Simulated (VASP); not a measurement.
# TiSi2 (Cmcm) in VASP: further runs

Runs on TiSi2. Level: PBE. Tasks: single point.

Everything below comes from runs of VASP 6.6.1. Logs are shortened: lines on timing, memory, paths and dates and some standing lists are left out, and cuts for length are marked.

### Step 1. The cell of the first run

The structure is orthorhombic, space group Cmcm (No. 63). Conventional cell: a = 3.383 Å, b = 14.014 Å, c = 3.413 Å, α = 90.00°, β = 90.00°, γ = 90.00°. Ti (site symmetry m2m) has 10 Si at 2.48 to 2.83 Å within 3.3 Å. Si (site symmetry m2m) has 2 Si at 2.38 Å and 6 Ti at 2.48 to 2.83 Å within 3.1 Å. Within 3.2 Å of Si (site symmetry m2m) lie 8 Si at 2.40 to 3.17 Å and 4 Ti at 2.67 Å.

### Step 2. Single point, PBE

INCAR reads:

```
SYSTEM = TiSi2
PREC = Accurate ; ENCUT = 520
EDIFF = 1E-6 ; ISMEAR = 0
SIGMA = 0.15 ; LREAL = .False.
LASPH = .True. ; NELM = 80
ALGO = Normal ; ISIF = 2
LWAVE = .False. ; LCHARG = .False.
GGA = PE ; NBANDS = 29
```

KPOINTS reads:

```
regular mesh
0
Gamma
  12 12 12
  0 0 0
```

POSCAR reads:

```
TiSi2
1.0
    1.6916143225     -7.0071157679      0.0000000000
    1.6916143225      7.0071157679      0.0000000000
    0.0000000000      0.0000000000      3.4134690223
Ti Si
2 4
Direct
    0.8968075259      0.1031924741      0.7500000000
    0.1031924741      0.8968075259      0.2500000000
    0.5591373592      0.4408626408      0.7500000000
    0.4408626408      0.5591373592      0.2500000000
    0.2498287182      0.7501712818      0.7500000000
    0.7501712818      0.2498287182      0.2500000000
```

Potentials or basis: VASP PAW PBE potentials, release 64 (Ti_sv, Si).

The run is started by

```sh
cat potpaw_PBE.64/Ti_sv/POTCAR potpaw_PBE.64/Si/POTCAR > POTCAR
mpirun -np 1 vasp_std > vasp.out
```

OUTCAR:

```text
SYSTEM = TiSi2
   PREC = Accurate
   ENCUT = 520
   EDIFF = 1E-6
   ISMEAR = 0
   LREAL = .False.
   LASPH = .True.
   NELM = 80
   ISIF = 2
   GGA = PE

 ion  position               nearest neighbor table
   1  0.897  0.103  0.750-   4 2.48   4 2.48   4 2.48   4 2.48   5 2.67   5 2.67   6 2.67   6 2.67
                             3 2.83   3 2.83
   2  0.103  0.897  0.250-   3 2.48   3 2.48   3 2.48   3 2.48   6 2.67   6 2.67   5 2.67   5 2.67
                             4 2.83   4 2.83
   3  0.559  0.441  0.750-   4 2.38   4 2.38   2 2.48   2 2.48   2 2.48   2 2.48   1 2.83   1 2.83

   4  0.441  0.559  0.250-   3 2.38   3 2.38   1 2.48   1 2.48   1 2.48   1 2.48   2 2.83   2 2.83

   5  0.250  0.750  0.750-   6 2.40   6 2.40   6 2.40   6 2.40   1 2.67   1 2.67   2 2.67   2 2.67

   6  0.750  0.250  0.250-   5 2.40   5 2.40   5 2.40   5 2.40   2 2.67   2 2.67   1 2.67   1 2.67

  LATTYP: Found a base centered orthorhombic cell.
 ALAT       =     3.3832286450
 B/A-ratio  =     4.1422655712
 C/A-ratio  =     1.0089383191

  Lattice vectors:

 A1 = (   1.6916143225,  -7.0071157679,   0.0000000000)
 A2 = (   1.6916143225,   7.0071157679,   0.0000000000)
 A3 = (   0.0000000000,   0.0000000000,   3.4134690223)

Analysis of symmetry for initial positions (statically):
=====================================================================
 Subroutine PRICEL returns:
 Original cell was already a primitive cell.

 Routine SETGRP: Setting up the symmetry group for a
 base centered orthorhombic supercell.

 Subroutine GETGRP returns: Found  8 space group operations
 (whereof  4 operations were pure point group operations)
 out of a pool of  8 trial point group operations.

The static configuration has the point symmetry C_2h.
 The point group associated with its full space group is D_2h.

Analysis of symmetry for dynamics (positions and initial velocities):
=====================================================================
 Subroutine PRICEL returns:
 Original cell was already a primitive cell.

 Routine SETGRP: Setting up the symmetry group for a
 base centered orthorhombic supercell.

 Subroutine GETGRP returns: Found  8 space group operations
 (whereof  4 operations were pure point group operations)
 out of a pool of  8 trial point group operations.

The dynamic configuration has the point symmetry C_2h.
 The point group associated with its full space group is D_2h.

 Subroutine INISYM returns: Found  8 space group operations
 (whereof  4 operations are pure point group operations),
 and found     1 'primitive' translations
[... 101 lines left out ...]
   ENCUT  =  520.0 eV  38.22 Ry    6.18 a.u.  13.40 13.40  6.35*2*pi/ulx,y,z
   NELM   =     80;   NELMIN=  2; NELMDL= -5     # of ELM steps
   EDIFF  = 0.1E-05   stopping-criterion for ELM
   LREAL  =      F    real-space projection
   EDIFFG = 0.1E-04   stopping-criterion for IOM
   NSW    =      0    number of steps for IOM
   IBRION =     -1    ionic relax: 0-MD 1-quasi-New 2-CG
   NFREE  =      0    steps in history (QN), initial steepest desc. (CG)
   ISIF   =      2    stress and relaxation
   ISYM   =      2    0-nonsym 1-usesym 2-fastsym
   POTIM  = 0.5000    time-step for ionic-motion
   TEBEG  =    0.0;   TEEND  =   0.0 temperature during run
   PSTRESS=    0.0 pullay stress
   NELECT =      40.0000    total number of electrons
   NUPDOWN=      -1.0000    fix difference up-down
   EMIN   =  10.00;   EMAX   =-10.00  energy-range for DOS
   EFERMI =   0.00;   METHOD = LEGACY
   ISMEAR =     0;   SIGMA  =   0.15  broadening in eV -4-tet -1-fermi 0-gaus
   EFERMI_NEDOS =   21; number of points for ismear=-14 and -15
   IALGO  =     38    algorithm
   IMIX   =      4    mixing-type and parameters
     AMIX     =   0.40;   BMIX     =  1.00
     AMIX_MAG =   1.60;   BMIX_MAG =  1.00
  volume/ion in A,a.u.               =      13.49        91.01
  Fermi-wavevector in a.u.,A,eV,Ry     =   1.294412  2.446085 22.796604  1.675503
  Thomas-Fermi vector in A             =   2.425997
   LORBIT       =      0    0 simple, 1 ext, 2 COOP (PROOUT), +10 PAW based schemes
   GGA     = PE    functional components
   LHFCALC =     F    Hartree Fock is set to
   AEXX    =    0.0000 exact exchange contribution
   IVDW    =     0    specifies the selected vdW correction
   LEPSILON=     F    determine dielectric tensor
   LRPA    =     F    only Hartree local field effects (RPA)
 non-spin polarized calculation
 Gauss-broadening in eV      SIGMA  =   0.15
  energy-cutoff  :      520.00
  volume of cell :       80.92
 maximum number of plane-waves:      2200
 NGX is ok and might be reduce to    54
   NGX = 27   NGY = 27   NGZ = 13

 number of electron      40.0000000 magnetization

 Free energy of the ion-electron system (eV)
  ---------------------------------------------------
  ext. energy  EPLUGINS =         0.00000000
  ---------------------------------------------------
  free energy    TOTEN  =       -40.28293498 eV

  energy without entropy =      -40.26517852  energy(sigma->0) =      -40.27405675

 E-fermi :  11.1755     XC(G=0): -11.8577

 val. band max:       11.1675099222   @ k =   0.4167   0.2500   0.0000
 cond. band min:      11.1836240173   @ k =  -0.0833   0.0833   0.3333
 fundamental gap:      0.0161140951
 Fermi energy:        11.1754624569

 k-point     1 :       0.0000    0.0000    0.0000
  band No.  band energies     occupation
      1     -45.5383      2.00000
      2     -45.5302      2.00000
      3     -21.9531      2.00000
      4     -21.8686      2.00000
      5     -21.8427      2.00000
      6     -21.8314      2.00000
[... 757 lines left out ...]
     28      14.2017      0.00000
     29      14.9589      0.00000

 [... further k-points ...]
[... 5 lines left out ...]
  --------------------------------------------------------------------------------------
  -------------------------------------------------------------------------------------
  Total        9.6762075     -0.9309053     10.4712899      0.0000000     -0.0000000      0.0000000
  in kB      191.5795499    -18.4310239    207.3214113      0.0000000     -0.0000000      0.0000000
  external PRESSURE =     126.8233124 kB  Pullay stress =       0.0000000 kB

 VOLUME and BASIS-vectors are now :
 -----------------------------------------------------------------------------
  energy-cutoff  :      520.00
  volume of cell :       80.92
      direct lattice vectors                 reciprocal lattice vectors
     1.691614322 -7.007115768  0.000000000     0.295575648 -0.071356035  0.000000000
     1.691614322  7.007115768  0.000000000     0.295575648  0.071356035  0.000000000
     0.000000000  0.000000000  3.413469022     0.000000000  0.000000000  0.292957104

 POSITION                                       TOTAL-FORCE (eV/Angst)
 -----------------------------------------------------------------------------------
      1.69161     -5.56095      2.56010         0.000000      0.524612     -0.000000
      1.69161      5.56095      0.85337         0.000000     -0.524612     -0.000000
      1.69161     -0.82876      2.56010         0.000000      0.311770     -0.000000
      1.69161      0.82876      0.85337         0.000000     -0.311770      0.000000
      1.69161      3.50596      2.56010         0.000000      0.000249     -0.000000
      1.69161     -3.50596      0.85337         0.000000     -0.000249     -0.000000
 -----------------------------------------------------------------------------------
    total drift:                                0.000000      0.000000      0.000000

  FREE ENERGIE OF THE ION-ELECTRON SYSTEM (eV)
  ---------------------------------------------------
  free  energy   TOTEN  =       -40.2829349788 eV

  energy  without entropy=      -40.2651785225  energy(sigma->0) =      -40.27405675
```

Run time: 9.1 min. Hardware: 1 thread of Intel Xeon 6975P-C (Granite Rapids), shared host; peak memory 0.69 GiB.

What came out:

```
Free energy            : -40.2829 eV
Pressure               : 12.7 GPa
Largest force          : 0.525 eV/Å
Band gap on the k mesh : zero (band 20 reaches 11.82 eV, above the bottom of band 21 at 10.84 eV)
```

Forces on the atoms (eV/Å):
```
Ti   0.000  0.525  0.000
Ti   0.000 -0.525  0.000
Si   0.000  0.312  0.000
Si   0.000 -0.312  0.000
Si   0.000  0.000  0.000
Si   0.000  0.000  0.000
```

Levels at points of the mesh, in eV from the Fermi level:
| k point | band 18 | band 19 | band 20 | band 21 | band 22 | band 23 |
| --- | --- | --- | --- | --- | --- | --- |
| (0.00, 0.00, 0.00) | -2.08 | -1.75 | 0.65 | 0.94 | 0.95 | 0.98 |
| (0.50, 0.00, 0.00) | -1.56 | -0.88 | -0.44 | -0.33 | 1.58 | 1.74 |
| (0.50, 0.50, 0.00) | -1.67 | -1.52 | 0.59 | 0.81 | 1.00 | 1.17 |
| (0.00, 0.00, 0.50) | -2.07 | 0.02 | 0.02 | 0.43 | 0.43 | 1.67 |
| (0.50, 0.00, 0.50) | -3.58 | -2.55 | -2.55 | 1.60 | 1.60 | 2.25 |
| (0.50, 0.50, 0.50) | -1.90 | -0.62 | -0.62 | 0.43 | 0.43 | 1.94 |

(Part 1 of 3 ends here.)
